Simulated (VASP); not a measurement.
Crystal: Sb.

```
Sb
1.0
    -1.85878    1.85878    1.85878
     1.85878   -1.85878    1.85878
     1.85878    1.85878   -1.85878
Sb
1
Direct
  0.00000 0.00000 0.00000
```

This cell differs from its parent crystal: volume scaled by 0.98.

Base run:

| Property | Result |
| --- | --- |
| Program | VASP 6.6.1 |
| Functional | PBE |
| Potentials or basis | VASP PAW PBE potentials, release 64 (Sb) |
| Cutoff | 520 eV |
| k mesh | 10 × 10 × 10 |
| Occupations | fermi-dirac, width 0.05 eV |
| Spin | no spin polarisation |

Its results: pressure 4.6 GPa.

Q: After a change of settings the same cell gave: pressure 3.9 GPa. Which change was it?
A. functional from PBE to PBE0; k mesh from 10 × 10 × 10 to 6 × 6 × 6
B. functional from PBE to HSE06; k mesh from 10 × 10 × 10 to 6 × 6 × 6
C. functional from PBE to r2SCAN
D. functional from PBE to LDA; potentials or basis from VASP PAW PBE potentials, release 64 (Sb) to VASP PAW LDA potentials, release 64 (Sb)

A: C.

Caveats: the PAW data sets were made with another functional, which shifts forces and pressure a little (some runs).
